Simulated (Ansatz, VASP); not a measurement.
# Be: VASP beside Ansatz

The input INCAR:

```
  PREC = Accurate
  ENCUT = 600
  EDIFF = 1E-6
  ISMEAR = 0
  SIGMA = 0.1
  LREAL = False
  LASPH = True
  NELM = 60
  ALGO = Fast
  ISIF = 3
  LWAVE = False
  LCHARG = False
  GGA = PS
  IBRION = 2
  NSW = 100
  EDIFFG = -0.01
```

KPOINTS

```
regular mesh
0
Gamma
  18 18 28
```

File POSCAR:

```
Be
1.0
    3.6832665151      0.0000000000      0.0000000000
   -1.8416332576      3.1898023710      0.0000000000
    0.0000000000      0.0000000000      1.9830968124
Be
2
Direct
    0.3333333333      0.6666666667      0.0000000000
    0.6666666667      0.3333333333      0.0000000000
```

Input for Ansatz:

```yaml
crystal:
  lattice:
    - [3.6832665151, 0.0, 0.0]
    - [-1.8416332576, 3.189802371, 0.0]
    - [0.0, 0.0, 1.9830968124]
  atoms:
    - { symbol: Be, position: [0.3333333333, 0.6666666667, 0.0] }
    - { symbol: Be, position: [0.6666666667, 0.3333333333, 0.0] }
basis:
  ecutwfc: 420
kpoints:
  mp_grid: { grid: [18, 18, 28] }
hamiltonian:
  xc: pbesol
scf:
  occupations: { method: gaussian, width: 0.1 }
output:
  forces: true
  stress: true
  eigenvalues: true
relax:
  adjacent_minimum: "off"
  f_tol: 0.01
  max_steps: 80
  cell: { stress_tol: 0.05 }
```

Alike in both runs: task relaxation of cell and atoms; functional PBEsol; k mesh 18 × 18 × 28; occupations gaussian, width 0.1 eV; no spin polarisation.

|  | VASP | Ansatz |
| --- | --- | --- |
| version | VASP 6.6.1 | Ansatz 0.2.0 |
| potentials or method | VASP PAW PBE potentials, release 64 (Be), cutoff 600 eV | scalar-relativistic, plane waves, PAW |
| valence electrons in the cell | 4 | 4 |

Ansatz gave:

```
gap on the k mesh at the Fermi level, each at its own relaxed structure (eV) : none
relaxed volume (Å³/atom)                                                     : 11.69
relaxed length of the cell vector where the two differ most in proportion (Å)              : 1.981
```

Task: Estimate VASP's values.

Result: gap on the k mesh at the Fermi level, each at its own relaxed structure (eV): none; relaxed volume (Å³/atom): 11.72; relaxed length of the cell vector where the two differ most in proportion (Å): 1.983.

VASP's potentials were made for PBE, not for PBEsol. A gap of «none» marks a metal or a gap that the smearing closes.
